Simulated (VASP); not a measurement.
Runs of VASP 6.6.1 on GaN. The structure is cubic, space group Fm-3m (No. 225). The conventional cell has a = 4.217 Å, b = 4.217 Å, c = 4.217 Å, α = 90.00°, β = 90.00°, γ = 90.00°. Within 2.8 Å of Ga (site symmetry m-3m) lie 6 N at 2.11 Å. Within 2.8 Å of N (site symmetry m-3m) lie 6 Ga at 2.11 Å. 

```tsv
task	level	potentials or basis	k mesh	cutoff (eV)	smearing	grid for exact exchange (PRECFOCK)	share of exact exchange	screening parameter	GW scheme	GW iterations	gap on the mesh (eV)	pressure (GPa)
single point	PBE-based screened hybrid	VASP PAW PBE potentials, release 64 (Ga_d, N)	6 × 6 × 6	520	gaussian 0.01 eV	Normal	0.05	0.1 1/Å	-	-	0.92	(b)
single point	PBEsol	VASP PAW PBE potentials, release 64 (Ga_d, N)	8 × 8 × 8	600	tetrahedron	-	-	-	-	-	0.57	0.6
single point	PBE-based global hybrid	VASP PAW PBE potentials, release 64 (Ga_d, N)	6 × 6 × 6	520	gaussian 0.01 eV	Normal	0.1	-	-	-	1.39	(a)
single point	PBEsol	VASP PAW PBE potentials, release 64 (Ga_d, N)	8 × 8 × 8	600	gaussian 0.01 eV	-	-	-	-	-	0.57	0.6
single point	LDA	VASP PAW LDA potentials, release 64 (Ga_d, N)	8 × 8 × 8	600	gaussian 0.01 eV	-	-	-	-	-	0.47	-4.9
single point	PBEsol+D4	VASP PAW PBE potentials, release 64 (Ga_d, N)	8 × 8 × 8	600	gaussian 0.01 eV	-	-	-	-	-	0.57	-3.7
single point	PBEsol	VASP PAW PBE potentials, release 64 (Ga_d, N)	8 × 8 × 8	600	fermi-dirac 0.05 eV	-	-	-	-	-	0.57	0.6
```

Alike in all rows: no spin polarisation; cell a = 2.982 Å, angles 60.0°, 2 atoms.

Question: Fill in the values left out.

Answer: (a) 5.0; (b) 7.0.

Caveats: some runs use coarse meshes; the PAW data sets were made with another functional, which shifts forces and pressure a little (some runs).

A k mesh can miss the band edges, and the runs leave out spin-orbit coupling on Ga.
